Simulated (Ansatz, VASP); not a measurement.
Ge: VASP beside Ansatz

The input INCAR:

```
PREC = Accurate
ENCUT = 520
EDIFF = 1E-6
ISMEAR = 0
SIGMA = 0.15
LREAL = F
LASPH = T
NELM = 80
ALGO = Normal
ISIF = 2
LWAVE = F
LCHARG = T
GGA = PS
LELF = T
LVHAR = T
NBANDS = 13
```

The input KPOINTS:

```
regular mesh
0
Gamma
  24 24 22
```

Contents of POSCAR:

```
Ge
1.0
    1.3618665307     -2.4817087226      0.0000000000
    1.3618665307      2.4817087226      0.0000000000
    0.0000000000      0.0000000000      2.7220096156
Ge
1
Direct
    0.5000000000      0.5000000000      0.0000000000
```

Input for Ansatz:

```yaml
crystal:
  lattice:
    - [1.3618665307, -2.4817087226, 0.0]
    - [1.3618665307, 2.4817087226, 0.0]
    - [0.0, 0.0, 2.7220096156]
  atoms:
    - { symbol: Ge, position: [0.5, 0.5, 0.0] }
basis:
  ecutwfc: 420
kpoints:
  mp_grid: { grid: [24, 24, 22] }
hamiltonian:
  xc: pbesol
scf:
  occupations: { method: gaussian, width: 0.15 }
output:
  forces: true
  stress: true
  eigenvalues: true
  write_density: true
  write_potential: true
  elf: true
  volumetric_format: npy
```

Change from the starting cell: strain -0.015 along x and y, +0.030 along z, atoms carried along.

Alike in both runs: task single point; functional PBEsol; k mesh 24 × 24 × 22; occupations gaussian, width 0.15 eV; no spin polarisation.

|  | VASP | Ansatz |
| --- | --- | --- |
| version | VASP 6.6.1 | Ansatz 0.2.0 |
| potentials or method | VASP PAW PBE potentials, release 64 (Ge_d), cutoff 520 eV | scalar-relativistic, plane waves, PAW |
| valence electrons in the cell | 14 | 14 |

```tsv
	VASP	Ansatz	Ansatz less VASP
gap on the k mesh at the Fermi level (eV)	none	none	-
pressure (GPa)	0.4	0.4	+0.06
traceless stress, the component that is largest in VASP (GPa)	-5.12	-5.10	+0.024
```

VASP's potentials were made for PBE, not for PBEsol. A gap of «none» marks a metal or a gap that the smearing closes.
